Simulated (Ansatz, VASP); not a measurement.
## One calculation of Ga, two programs

The input INCAR:

```
ALGO     = Normal         # electronic algorithm
EDIFF    = 1E-8           # SCF threshold, eV
ENCUT    = 520            # plane-wave cutoff, eV
GGA      = CA             # functional
ISIF     = 2              # what is computed and relaxed
ISMEAR   = -1             # smearing method
LASPH    = True           # aspherical terms in the spheres
LCHARG   = False          # write CHGCAR
LEFG     = True         
LREAL    = False          # projectors in reciprocal space
LWAVE    = False          # write WAVECAR
NBANDS   = 12             # bands
NELM     = 100            # most SCF steps
PREC     = Accurate       # precision mode
SIGMA    = 0.03           # smearing width, eV
```

File KPOINTS:

```
k-points
0
Gamma
  16 16 16
```

File POSCAR:

```
Ga
1.0
   -1.4040000000      1.4040000000      2.2290000000
    1.4040000000     -1.4040000000      2.2290000000
    1.4040000000      1.4040000000     -2.2290000000
Ga
1
Direct
    0.0000000000      0.0000000000      0.0000000000
```

Input for Ansatz:

```yaml
crystal:
  lattice:
    - [-1.404, 1.404, 2.229]
    - [1.404, -1.404, 2.229]
    - [1.404, 1.404, -2.229]
  atoms:
    - { symbol: Ga, position: [0.0, 0.0, 0.0] }
kpoints:
  mp_grid: { grid: [16, 16, 16] }
  band_path:
    path:
      - [0.0, 0.0, 0.0]
      - [0.0, 0.0, 0.5]
      - [0.25, 0.25, 0.25]
      - [0.0, 0.5, 0.0]
      - [0.0, 0.0, 0.0]
      - [0.5, 0.5, -0.5]
      - [0.3491868475, 0.6508131525, -0.3491868475]
      - [-0.3491868475, 0.3491868475, 0.3491868475]
      - [0.0, 0.0, 0.0]
    npoints: 5
scf:
  occupations: { method: fermi_dirac, width: 0.03 }
hamiltonian:
  xc: lda
  pseudopotentials: { kind: paw }
output:
  forces: true
  stress: true
  eigenvalues: true
  efg: { contact_densities: true }
```

Alike in both runs: task electric field gradients; functional LDA; k mesh 16 × 16 × 16; occupations fermi-dirac, width 0.03 eV; no spin polarisation.

```csv
,VASP,Ansatz
version,VASP 6.6.1,Ansatz 0.2.0
potentials or method,"VASP PAW LDA potentials, release 64 (Ga_d)","PAW with Ansatz's default frozen-core files, scalar-relativistic"
plane-wave cutoff (eV),520,420
valence electrons in the cell,13,13
```

```tsv
	VASP	Ansatz	Ansatz less VASP
pressure (GPa)	-1.4	-1.5	-0.12
traceless stress, the component that is largest in VASP (GPa)	-0.24	-0.22	+0.020
size of Vzz on the site where it differs most (V/Å²)	21.5	22.2	+0.70
```

LDA's correlation is that of Perdew and Zunger in VASP and of Perdew and Wang (1992) in Ansatz.
